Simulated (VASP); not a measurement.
A run of VASP 6.6.1:

INCAR

```
SYSTEM = BN
  ALGO = Normal
  EDIFF = 1E-6
  ENCUT = 520
  GGA = PE
  ISIF = 2
  ISMEAR = 0
  IVDW = 12
  LASPH = .TRUE.
  LCHARG = .FALSE.
  LREAL = .FALSE.
  LWAVE = .FALSE.
  NBANDS = 11
  NELM = 60
  PREC = Accurate
  SIGMA = 0.05
```

Contents of KPOINTS:

```
k-points
0
G
  12 12 12
  0 0 0
```

File POSCAR:

```
BN
1.0
    1.2511217832      0.7223354983      3.3729344033
   -1.2511217832      0.7223354983      3.3729344033
    0.0000000000     -1.4446709967      3.3729344033
B N
1 1
Direct
    0.7688544820      1.1149535443      1.1149535443
    0.3327618000      0.3327618000      0.3327618000
```

Potentials or basis: VASP PAW PBE potentials, release 64 (B, N).

The run is started by

```console
$ cat potpaw_PBE.64/B/POTCAR potpaw_PBE.64/N/POTCAR > POTCAR
$ mpirun -np 1 vasp_std > vasp.out
```

Hardware: 1 thread of Intel(R) Xeon(R) 6975P-C (Granite Rapids), with other jobs on the host.

**Question.** Estimate the wall time of this run.

**Answer.** Run time: 56 s on 1 thread of Intel(R) Xeon(R) 6975P-C (Granite Rapids), on a shared host, peak memory 0.23 GiB. Counts: scf iterations 14, k points 476.
